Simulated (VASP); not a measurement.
# Ag in VASP: a series of runs, part 3 of 4

VASP 6.6.1. The steps go on from the part before.

## (4) Relaxation of cell and atoms, PBEsol

This run uses another cell than the first one, of 40.03 Å³/atom.

INCAR reads:

```
PREC = Accurate
ENCUT = 600
EDIFF = 1E-6
ISMEAR = 0
SIGMA = 0.1
LREAL = False
LASPH = True
NELM = 100
ALGO = Fast
ISIF = 3
LWAVE = False
LCHARG = False
GGA = PS
IBRION = 2
NSW = 80
EDIFFG = -0.05
```

KPOINTS reads:

```
Automatic mesh
0
Gamma
  4 4 2
```

POSCAR reads:

```
Ag
1.0
    3.3724302770     -3.3674520411      0.0000000000
    3.3724302770      3.3674520411      0.0000000000
    0.0000000000      0.0000000000      8.8127321861
Ag
5
Direct
    0.5000000000      0.0000000000      0.3092481955
    0.0000000000      0.5000000000      0.6907518045
    0.0000000000      0.5000000000      0.3092481955
    0.5000000000      0.0000000000      0.6907518045
    0.0000000000      0.0000000000      0.0000000000
```

Potentials or basis: VASP PAW PBE potentials, release 64 (Ag).

Started as:

```sh
cat potpaw_PBE.64/Ag/POTCAR > POTCAR
mpirun -np 1 vasp_std > vasp.out
```

OUTCAR:

```text
PREC = Accurate
   ENCUT = 600
   EDIFF = 1E-6
   ISMEAR = 0
   LREAL = False
   LASPH = True
   NELM = 100
   ISIF = 3
   GGA = PS
   IBRION = 2
   NSW = 80
   EDIFFG = -0.05

 ion  position               nearest neighbor table
   1  0.500  0.000  0.309-   4 3.36   3 3.37   3 3.37   3 3.37   3 3.37
   2  0.000  0.500  0.691-   3 3.36   4 3.37   4 3.37   4 3.37   4 3.37
   3  0.000  0.500  0.309-   2 3.36   1 3.37   1 3.37   1 3.37   1 3.37
   4  0.500  0.000  0.691-   1 3.36   2 3.37   2 3.37   2 3.37   2 3.37
   5  0.000  0.000  0.000-

  LATTYP: Found a base centered orthorhombic cell.
 ALAT       =     6.7349040822
 B/A-ratio  =     1.0014783391
 C/A-ratio  =     1.3085163617

  Lattice vectors:

 A1 = (  -3.3724302770,  -3.3674520411,   0.0000000000)
 A2 = (   3.3724302770,  -3.3674520411,   0.0000000000)
 A3 = (   0.0000000000,   0.0000000000,   8.8127321861)

Analysis of symmetry for initial positions (statically):
=====================================================================
 Subroutine PRICEL returns:
 Original cell was already a primitive cell.

 Routine SETGRP: Setting up the symmetry group for a
 base centered orthorhombic supercell.

 Subroutine GETGRP returns: Found  8 space group operations
 (whereof  8 operations were pure point group operations)
 out of a pool of  8 trial point group operations.

The static configuration has the point symmetry D_2h.

Analysis of symmetry for dynamics (positions and initial velocities):
=====================================================================
 Subroutine PRICEL returns:
 Original cell was already a primitive cell.

 Routine SETGRP: Setting up the symmetry group for a
 base centered orthorhombic supercell.

 Subroutine GETGRP returns: Found  8 space group operations
 (whereof  8 operations were pure point group operations)
 out of a pool of  8 trial point group operations.

The dynamic configuration has the point symmetry D_2h.

 Subroutine INISYM returns: Found  8 space group operations
 (whereof  8 operations are pure point group operations),
 and found     1 'primitive' translations

----------------------------------------------------------------------------------------

                                     Primitive cell

  volume of cell :     200.1635

  direct lattice vectors                    reciprocal lattice vectors
     3.372430277 -3.367452041  0.000000000     0.148261034 -0.148480214  0.000000000
     3.372430277  3.367452041  0.000000000     0.148261034  0.148480214  0.000000000
     0.000000000  0.000000000  8.812732186     0.000000000  0.000000000  0.113472188

  length of vectors
     4.765817792  4.765817792  8.812732186     0.209827806  0.209827806  0.113472188

  position of ions in fractional coordinates (direct lattice)
     0.500000000  0.000000000  0.309248195
     0.000000000  0.500000000  0.690751805
     0.000000000  0.500000000  0.309248195
     0.500000000  0.000000000  0.690751805
     0.000000000  0.000000000  0.000000000

  ion indices of the primitive-cell ions
   primitive index   ion index
                 1           1
[... 46 lines left out ...]
  0.500000  0.500000  0.500000      1.000000
   k-points           NKPTS =     14   k-points in BZ     NKDIM =     14   number of bands    NBANDS=     33
   number of dos      NEDOS =    301   number of ions     NIONS =      5
   total plane-waves  NPLWV = 112000
   dimension x,y,z NGX =    40 NGY =   40 NGZ =   70
   dimension x,y,z NGXF=    80 NGYF=   80 NGZF=  140
   ions per type =               5
   NGX,Y,Z   is equivalent  to a cutoff of  13.95, 13.95, 13.21 a.u.
   NGXF,Y,Z  is equivalent  to a cutoff of  27.91, 27.91, 26.41 a.u.
 SYSTEM =  unknown system
   PREC   = accura    normal or accurate (medium, high low for compatibility)
   ISTART =      0    job   : 0-new  1-cont  2-samecut
   ICHARG =      2    charge: 1-file 2-atom 10-const
   ISPIN  =      1    spin polarized calculation?
   LNONCOLLINEAR =      F non collinear calculations
   LSORBIT =      F    spin-orbit coupling
   LASPH  =      T    aspherical Exc in radial PAW
   ENCUT  =  600.0 eV  44.10 Ry    6.64 a.u.   9.52  9.52 17.60*2*pi/ulx,y,z
   NELM   =    100;   NELMIN=  2; NELMDL= -5     # of ELM steps
   EDIFF  = 0.1E-05   stopping-criterion for ELM
   LREAL  =      F    real-space projection
   EDIFFG = -.5E-01   stopping-criterion for IOM
   NSW    =     80    number of steps for IOM
   IBRION =      2    ionic relax: 0-MD 1-quasi-New 2-CG
   NFREE  =      1    steps in history (QN), initial steepest desc. (CG)
   ISIF   =      3    stress and relaxation
   ISYM   =      2    0-nonsym 1-usesym 2-fastsym
   POTIM  = 0.5000    time-step for ionic-motion
   TEBEG  =    0.0;   TEEND  =   0.0 temperature during run
   PSTRESS=    0.0 pullay stress
   NELECT =      55.0000    total number of electrons
   NUPDOWN=      -1.0000    fix difference up-down
   EMIN   =  10.00;   EMAX   =-10.00  energy-range for DOS
   EFERMI =   0.00;   METHOD = LEGACY
   ISMEAR =     0;   SIGMA  =   0.10  broadening in eV -4-tet -1-fermi 0-gaus
   EFERMI_NEDOS =   21; number of points for ismear=-14 and -15
   IALGO  =     68    algorithm
   IMIX   =      4    mixing-type and parameters
     AMIX     =   0.40;   BMIX     =  1.00
     AMIX_MAG =   1.60;   BMIX_MAG =  1.00
  volume/ion in A,a.u.               =      40.03       270.15
  Fermi-wavevector in a.u.,A,eV,Ry     =   1.064308  2.011251 15.412026  1.132752
  Thomas-Fermi vector in A             =   2.199822
   LORBIT       =      0    0 simple, 1 ext, 2 COOP (PROOUT), +10 PAW based schemes
   GGA     = PS    functional components
   LHFCALC =     F    Hartree Fock is set to
   AEXX    =    0.0000 exact exchange contribution
   IVDW    =     0    specifies the selected vdW correction
   LEPSILON=     F    determine dielectric tensor
   LRPA    =     F    only Hartree local field effects (RPA)
 conjugate gradient relaxation of ions
 non-spin polarized calculation
 RMM-DIIS sequential band-by-band and
 Gauss-broadening in eV      SIGMA  =   0.10
  energy-cutoff  :      600.00
  volume of cell :      200.16
 maximum number of plane-waves:      6724
 NGX is ok and might be reduce to    40
   NGX = 19   NGY = 19   NGZ = 35

--------------------------------------- Ionic step        1  -------------------------------------------

 number of electron      54.9999987 magnetization

 Free energy of the ion-electron system (eV)
  ---------------------------------------------------
  ext. energy  EPLUGINS =         0.00000000
  ---------------------------------------------------
  free energy    TOTEN  =        -9.10593887 eV

  energy without entropy =       -9.09319186  energy(sigma->0) =       -9.09956536

------------------------ aborting loop because EDIFF is reached ----------------------------------------

  FORCE on cell =-STRESS in cart. coord.  units (eV):
  Direction    XX          YY          ZZ          XY          YZ          ZX
  --------------------------------------------------------------------------------------
  -------------------------------------------------------------------------------------
  Total      -10.5362591    -10.5467175     -9.4817573      0.0000000      0.0000000      0.0000000
  in kB      -84.3358173    -84.4195297    -75.8952244      0.0000000      0.0000000      0.0000000
  external PRESSURE =     -81.5501905 kB  Pullay stress =       0.0000000 kB
[... 577 lines left out ...]
     32      28.9156      0.00000
     33      32.9113      0.00000

------------------------ aborting loop EDIFF was not reached (unconverged)  ----------------------------

  FORCE on cell =-STRESS in cart. coord.  units (eV):
  Direction    XX          YY          ZZ          XY          YZ          ZX
  --------------------------------------------------------------------------------------
  -------------------------------------------------------------------------------------
  Total      178.0644373    179.7975263    131.3041362      0.0000000      0.0000000      0.0000000
  in kB     6388.9299992   6451.1130195   4711.1761770      0.0000000      0.0000000      0.0000000
  external PRESSURE =    5850.4063986 kB  Pullay stress =       0.0000000 kB
[... 534 lines left out ...]
     32       5.1694      0.00000
     33      10.8075      0.00000

[... ionic steps 4 to 11 ...]

--------------------------------------- Ionic step       12  -------------------------------------------

 number of electron      55.0000002 magnetization

------------------------ aborting loop because EDIFF is reached ----------------------------------------
[... 73 lines left out ...]
--------------------------------------- Ionic step       14  -------------------------------------------

 number of electron      54.9999998 magnetization

 Free energy of the ion-electron system (eV)
  ---------------------------------------------------
  ext. energy  EPLUGINS =         0.00000000
  ---------------------------------------------------
  free energy    TOTEN  =       -14.94500578 eV

  energy without entropy =      -14.93926843  energy(sigma->0) =      -14.94213711

 E-fermi :   6.0981     XC(G=0): -11.4176

 val. band max:        5.9221182984   @ k =   0.5000   0.5000   0.5000
 cond. band min:       6.1449182934   @ k =   0.2500   0.2500   0.0000
 fundamental gap:      0.2227999949
 Fermi energy:         6.0980740991
[... 534 lines left out ...]
  FREE ENERGIE OF THE ION-ELECTRON SYSTEM (eV)
  ---------------------------------------------------
  free  energy   TOTEN  =       -14.9450057829 eV

  energy  without entropy=      -14.9392684315  energy(sigma->0) =      -14.94213711

 reached required accuracy - stopping structural energy minimisation
```

OSZICAR:

```text
N       E                     dE             d eps       ncg     rms          rms(c)
DAV:   1     0.322210537869E+03    0.32221E+03   -0.26611E+04   924   0.160E+03
DAV:   2     0.243012911477E+01   -0.31978E+03   -0.30511E+03  1001   0.305E+02
DAV:   3    -0.930397928093E+01   -0.11734E+02   -0.11631E+02  1001   0.521E+01
DAV:   4    -0.944515374329E+01   -0.14117E+00   -0.14067E+00   997   0.625E+00
[... 283 lines left out ...]
RMM:   5    -0.149449909622E+02   -0.25348E-04   -0.49539E-04   926   0.138E-01    0.273E-02
RMM:   6    -0.149450016027E+02   -0.10641E-04   -0.10154E-04   925   0.602E-02    0.221E-02
RMM:   7    -0.149450053240E+02   -0.37213E-05   -0.36418E-05   920   0.344E-02    0.128E-02
RMM:   8    -0.149450055213E+02   -0.19730E-06   -0.11665E-05   859   0.210E-02    0.594E-03
RMM:   9    -0.149450057829E+02   -0.26162E-06   -0.29713E-06   589   0.891E-03
  14 F= -.14945006E+02 E0= -.14942137E+02  d E =-.732957E-02
```

CONTCAR:

```text
Ag
   1.00000000000000
     2.6897072908809343   -2.6889777363361289    0.0000000000000000
     2.6897072908809343    2.6889777363361289    0.0000000000000000
     0.0000000000000000    0.0000000000000000    6.8170023698106244
  Ag
     5
Direct
     0.5000000000000000    0.0000000000000000    0.2989929643853580
     0.0000000000000000    0.5000000000000000    0.7010070356146419
     0.0000000000000000    0.5000000000000000    0.2989929643853580
     0.5000000000000000    0.0000000000000000    0.7010070356146419
     0.0000000000000000    0.0000000000000000    1.0000000000000000

  0.00000000E+00  0.00000000E+00  0.00000000E+00
  0.00000000E+00  0.00000000E+00  0.00000000E+00
  0.00000000E+00  0.00000000E+00  0.00000000E+00
  0.00000000E+00  0.00000000E+00  0.00000000E+00
  0.00000000E+00  0.00000000E+00  0.00000000E+00
```

It took 17 min on 1 thread of AMD EPYC 9R45 (Zen 5), shared host; peak memory 0.37 GiB.

What came out:

* Free energy: -14.9450 eV
* Relaxed volume: 19.72 Å³/atom
* Relaxed cell: a = 3.803 Å, b = 3.803 Å, c = 6.817 Å, α = 90.00°, β = 90.00°, γ = 89.98°
* Space group after relaxing (to 0.1 Å): P4/mmm (No. 123)
* Pressure after relaxing: 0.2 GPa
* Largest force after relaxing: 0.021 eV/Å
* Band gap on the k mesh: zero (an odd number of electrons rules out a gap without spin polarisation)

Forces on the atoms (eV/Å):
```
Ag   0.000  0.000  0.021
Ag   0.000  0.000 -0.021
Ag   0.000  0.000  0.021
Ag   0.000  0.000 -0.021
Ag   0.000  0.000  0.000
```

Stress tensor (GPa, compression positive):
```
 0.31  0.00  0.00
 0.00  0.35  0.00
 0.00  0.00 -0.02
```

Final structure:
```
CELL_PARAMETERS angstrom
2.68971 -2.68898 0.00000
2.68971 2.68898 0.00000
0.00000 0.00000 6.81700
ATOMIC_POSITIONS crystal
Ag 0.50000 0.00000 0.29899
Ag 0.00000 0.50000 0.70101
Ag 0.00000 0.50000 0.29899
Ag 0.50000 0.00000 0.70101
Ag 0.00000 0.00000 0.00000
```

Caveat: the volume moved by over 15 % at a fixed basis, so the end points are rough; the PAW data sets were made with another functional, which shifts forces and pressure a little; the relaxation stopped at a loose force limit of 0.05 eV/Å, so its end isn't a converged minimum.

(Continued in part 4 of 4.)
